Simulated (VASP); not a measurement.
# Sn2TeS (P6_3/mmc) in VASP: notebook, part 2 of 2

VASP 6.6.1.

## (4) Single point, PBE

The input, INCAR:

```
ALGO = Normal ; EDIFF = 1E-6
ENCUT = 520 ; GGA = PE
ISIF = 2 ; ISMEAR = 0
LASPH = True ; LCHARG = False
LREAL = False ; LWAVE = False
NBANDS = 50 ; NELM = 100
PREC = Accurate ; SIGMA = 0.1
```

The input, KPOINTS:

```
k-points
0
Gamma
  12 12 4
```

The input, POSCAR:

```
Sn2TeS
1.0
    4.2863248198      0.0000000000      0.0000000000
   -2.1431624099      3.7120661828      0.0000000000
    0.0000000000      0.0000000000     14.6916363000
Sn Te S
4 2 2
Direct
    0.3333333333      0.6666666667      0.6347790000
    0.6666666667      0.3333333333      0.1347790000
    0.6666666667      0.3333333333      0.3652210000
    0.3333333333      0.6666666667      0.8652210000
    0.0000000000      0.0000000000      0.0000000000
    0.0000000000      0.0000000000      0.5000000000
    0.3333333333      0.6666666667      0.2500000000
    0.6666666667      0.3333333333      0.7500000000
```

Potentials or basis: VASP PAW PBE potentials, release 64 (Sn_d, Te, S).

Command:

```sh
$ cat potpaw_PBE.64/Sn_d/POTCAR potpaw_PBE.64/Te/POTCAR potpaw_PBE.64/S/POTCAR > POTCAR
$ mpirun -np 1 vasp_std > vasp.out
```

OUTCAR:

```text
EDIFF = 1E-6
   ENCUT = 520
   GGA = PE
   ISIF = 2
   ISMEAR = 0
   LASPH = True
   LREAL = False
   NELM = 100
   PREC = Accurate

 ion  position               nearest neighbor table
   1  0.333  0.667  0.635-   8 3.00   8 3.00   8 3.00   6 3.17   6 3.17   6 3.17   4 3.39
   2  0.667  0.333  0.135-   7 3.00   7 3.00   7 3.00   5 3.17   5 3.17   5 3.17   3 3.39
   3  0.667  0.333  0.365-   7 3.00   7 3.00   7 3.00   6 3.17   6 3.17   6 3.17   2 3.39
   4  0.333  0.667  0.865-   8 3.00   8 3.00   8 3.00   5 3.17   5 3.17   5 3.17   1 3.39
   5  0.000  0.000  0.000-   2 3.17   4 3.17   4 3.17   2 3.17   2 3.17   4 3.17
   6  0.000  0.000  0.500-   1 3.17   3 3.17   1 3.17   3 3.17   3 3.17   1 3.17
   7  0.333  0.667  0.250-   2 3.00   3 3.00   2 3.00   3 3.00   2 3.00   3 3.00
   8  0.667  0.333  0.750-   1 3.00   4 3.00   1 3.00   4 3.00   1 3.00   4 3.00

  LATTYP: Found a hexagonal cell.
 ALAT       =     4.2863248198
 C/A-ratio  =     3.4275601868

  Lattice vectors:

 A1 = (   4.2863248198,   0.0000000000,   0.0000000000)
 A2 = (  -2.1431624099,   3.7120661828,   0.0000000000)
 A3 = (   0.0000000000,   0.0000000000,  14.6916363000)

Analysis of symmetry for initial positions (statically):
=====================================================================
 Subroutine PRICEL returns:
 Original cell was already a primitive cell.

 Routine SETGRP: Setting up the symmetry group for a
 hexagonal supercell.

 Subroutine GETGRP returns: Found 24 space group operations
 (whereof 12 operations were pure point group operations)
 out of a pool of 24 trial point group operations.

The static configuration has the point symmetry D_3d.
 The point group associated with its full space group is D_6h.

Analysis of symmetry for dynamics (positions and initial velocities):
=====================================================================
 Subroutine PRICEL returns:
 Original cell was already a primitive cell.

 Routine SETGRP: Setting up the symmetry group for a
 hexagonal supercell.

 Subroutine GETGRP returns: Found 24 space group operations
 (whereof 12 operations were pure point group operations)
 out of a pool of 24 trial point group operations.

The dynamic configuration has the point symmetry D_3d.
 The point group associated with its full space group is D_6h.

 Subroutine INISYM returns: Found 24 space group operations
 (whereof 12 operations are pure point group operations),
 and found     1 'primitive' translations

----------------------------------------------------------------------------------------

                                     Primitive cell

  volume of cell :     233.7604

  direct lattice vectors                    reciprocal lattice vectors
     4.286324820  0.000000000  0.000000000     0.233300098  0.134695874  0.000000000
    -2.143162410  3.712066183  0.000000000     0.000000000  0.269391749  0.000000000
     0.000000000  0.000000000 14.691636300     0.000000000  0.000000000  0.068065938

  length of vectors
     4.286324820  4.286324820 14.691636300     0.269391749  0.269391749  0.068065938

  position of ions in fractional coordinates (direct lattice)
     0.333333333  0.666666667  0.634779000
     0.666666667  0.333333333  0.134779000
     0.666666667  0.333333333  0.365221000
[... 50 lines left out ...]
  0.416667  0.000000  0.000000      6.000000
[... 16 lines left out ...]
  0.250000 -0.000000  0.250000     12.000000
  0.333333  0.000000  0.250000     12.000000
 [... further k-points ...]
   k-points           NKPTS =     57   k-points in BZ     NKDIM =     57   number of bands    NBANDS=     50
   number of dos      NEDOS =    301   number of ions     NIONS =      8
   total plane-waves  NPLWV = 114688
   dimension x,y,z NGX =    32 NGY =   32 NGZ =  112
   dimension x,y,z NGXF=    64 NGYF=   64 NGZF=  224
   ions per type =               4   2   2
   NGX,Y,Z   is equivalent  to a cutoff of  12.41, 12.41, 12.67 a.u.
   NGXF,Y,Z  is equivalent  to a cutoff of  24.82, 24.82, 25.35 a.u.
 SYSTEM =  unknown system
   PREC   = accura    normal or accurate (medium, high low for compatibility)
   ISTART =      0    job   : 0-new  1-cont  2-samecut
   ICHARG =      2    charge: 1-file 2-atom 10-const
   ISPIN  =      1    spin polarized calculation?
   LNONCOLLINEAR =      F non collinear calculations
   LSORBIT =      F    spin-orbit coupling
   LASPH  =      T    aspherical Exc in radial PAW
   ENCUT  =  520.0 eV  38.22 Ry    6.18 a.u.   7.97  7.97 27.32*2*pi/ulx,y,z
   NELM   =    100;   NELMIN=  2; NELMDL= -5     # of ELM steps
   EDIFF  = 0.1E-05   stopping-criterion for ELM
   LREAL  =      F    real-space projection
   EDIFFG = 0.1E-04   stopping-criterion for IOM
   NSW    =      0    number of steps for IOM
   IBRION =     -1    ionic relax: 0-MD 1-quasi-New 2-CG
   NFREE  =      0    steps in history (QN), initial steepest desc. (CG)
   ISIF   =      2    stress and relaxation
   ISYM   =      2    0-nonsym 1-usesym 2-fastsym
   POTIM  = 0.5000    time-step for ionic-motion
   TEBEG  =    0.0;   TEEND  =   0.0 temperature during run
   PSTRESS=    0.0 pullay stress
   NELECT =      80.0000    total number of electrons
   NUPDOWN=      -1.0000    fix difference up-down
   EMIN   =  10.00;   EMAX   =-10.00  energy-range for DOS
   EFERMI =   0.00;   METHOD = LEGACY
   ISMEAR =     0;   SIGMA  =   0.10  broadening in eV -4-tet -1-fermi 0-gaus
   EFERMI_NEDOS =   21; number of points for ismear=-14 and -15
   IALGO  =     38    algorithm
   IMIX   =      4    mixing-type and parameters
     AMIX     =   0.40;   BMIX     =  1.00
     AMIX_MAG =   1.60;   BMIX_MAG =  1.00
  volume/ion in A,a.u.               =      29.22       197.19
  Fermi-wavevector in a.u.,A,eV,Ry     =   1.145112  2.163947 17.841058  1.311281
  Thomas-Fermi vector in A             =   2.281801
   LORBIT       =      0    0 simple, 1 ext, 2 COOP (PROOUT), +10 PAW based schemes
   GGA     = PE    functional components
   LHFCALC =     F    Hartree Fock is set to
   AEXX    =    0.0000 exact exchange contribution
   IVDW    =     0    specifies the selected vdW correction
   LEPSILON=     F    determine dielectric tensor
   LRPA    =     F    only Hartree local field effects (RPA)
 non-spin polarized calculation
 Gauss-broadening in eV      SIGMA  =   0.10
  energy-cutoff  :      520.00
  volume of cell :      233.76
 maximum number of plane-waves:      6330
 NGX is ok and might be reduce to    32
   NGX = 15   NGY = 15   NGZ = 55

 number of electron      80.0000011 magnetization

 Free energy of the ion-electron system (eV)
  ---------------------------------------------------
  ext. energy  EPLUGINS =         0.00000000
  ---------------------------------------------------
  free energy    TOTEN  =       -32.15054888 eV

  energy without entropy =      -32.14910910  energy(sigma->0) =      -32.14982899

 E-fermi :   6.2862     XC(G=0):  -9.4053

 val. band max:        6.2578160120   @ k =   0.0000   0.0000   0.0000
 cond. band min:       6.2942948814   @ k =   0.4167   0.0000   0.0000
 fundamental gap:      0.0364788693
 Fermi energy:         6.2862357601

 k-point     1 :       0.0000    0.0000    0.0000
  band No.  band energies     occupation
      1     -15.6727      2.00000
      2     -15.6713      2.00000
      3     -15.6422      2.00000
      4     -15.6422      2.00000
      5     -15.6408      2.00000
      6     -15.6408      2.00000
[... 1261 lines left out ...]
     49       9.6210      0.00000
     50      10.2237      0.00000

 [... further k-points ...]

------------------------ aborting loop because EDIFF is reached ----------------------------------------

  FORCE on cell =-STRESS in cart. coord.  units (eV):
  Direction    XX          YY          ZZ          XY          YZ          ZX
  --------------------------------------------------------------------------------------
  -------------------------------------------------------------------------------------
  Total       -0.0328584     -0.0328584     -0.0306855      0.0000000      0.0000000     -0.0000000
  in kB       -0.2252089     -0.2252089     -0.2103160      0.0000000      0.0000000     -0.0000000
  external PRESSURE =      -0.2202446 kB  Pullay stress =       0.0000000 kB

 VOLUME and BASIS-vectors are now :
 -----------------------------------------------------------------------------
  energy-cutoff  :      520.00
  volume of cell :      233.76
      direct lattice vectors                 reciprocal lattice vectors
     4.286324820  0.000000000  0.000000000     0.233300098  0.134695874  0.000000000
    -2.143162410  3.712066183  0.000000000     0.000000000  0.269391749  0.000000000
     0.000000000  0.000000000 14.691636300     0.000000000  0.000000000  0.068065938

 POSITION                                       TOTAL-FORCE (eV/Angst)
 -----------------------------------------------------------------------------------
     -0.00000      2.47471      9.32594        -0.000000     -0.000000      0.005121
      2.14316      1.23736      1.98012         0.000000     -0.000000      0.005121
      2.14316      1.23736      5.36569         0.000000      0.000000     -0.005121
     -0.00000      2.47471     12.71151        -0.000000      0.000000     -0.005121
      0.00000      0.00000      0.00000        -0.000000      0.000000     -0.000000
      0.00000      0.00000      7.34582        -0.000000      0.000000     -0.000000
     -0.00000      2.47471      3.67291        -0.000000     -0.000000     -0.000000
      2.14316      1.23736     11.01873         0.000000      0.000000     -0.000000
 -----------------------------------------------------------------------------------
    total drift:                               -0.000000      0.000000      0.000000

  FREE ENERGIE OF THE ION-ELECTRON SYSTEM (eV)
  ---------------------------------------------------
  free  energy   TOTEN  =       -32.1505488774 eV

  energy  without entropy=      -32.1491090972  energy(sigma->0) =      -32.14982899
```

It took 10 min on 1 thread of Intel Xeon 6975P-C, shared host; peak memory 0.69 GiB.

What came out:

| Item | Value |
| --- | --- |
| Free energy | -32.1505 eV |
| Pressure | 0.0 GPa |
| Largest force | 0.005 eV/Å |
| Band gap on the k mesh | zero (band 40 reaches 6.34 eV, above the bottom of band 41 at 6.22 eV) |

Forces on the atoms (eV/Å):
```
Sn   0.000  0.000  0.005
Sn   0.000  0.000  0.005
Sn   0.000  0.000 -0.005
Sn   0.000  0.000 -0.005
Te   0.000  0.000  0.000
Te   0.000  0.000  0.000
S    0.000  0.000  0.000
S    0.000  0.000  0.000
```

Caveat: spin-orbit coupling is left out, which moves the levels of the heavy elements.

## (5) Overview

| k mesh | smearing | gap on the mesh (eV) | pressure (GPa) | largest force (eV/Å) |
| --- | --- | --- | --- | --- |
| 6 × 6 × 2 | gaussian 0.1 eV | none | 0.0 | 0.01 |
| 6 × 6 × 2 | gaussian 0.2 eV | none | 0.0 | 0.01 |
| 12 × 12 × 4 | gaussian 0.1 eV | none | 0.0 | 0.01 |

Alike in all rows: task single point; level PBE; potentials or basis VASP PAW PBE potentials, release 64 (Sn_d, Te, S); no spin polarisation; cell as given; cutoff (eV) 520.

Every run on the cell as given and a fine mesh finds a metal.

Caveats: spin-orbit coupling is left out, which moves the levels of the heavy elements.

Total energies depend on the potentials used, so only differences within one code and one set of settings carry meaning.
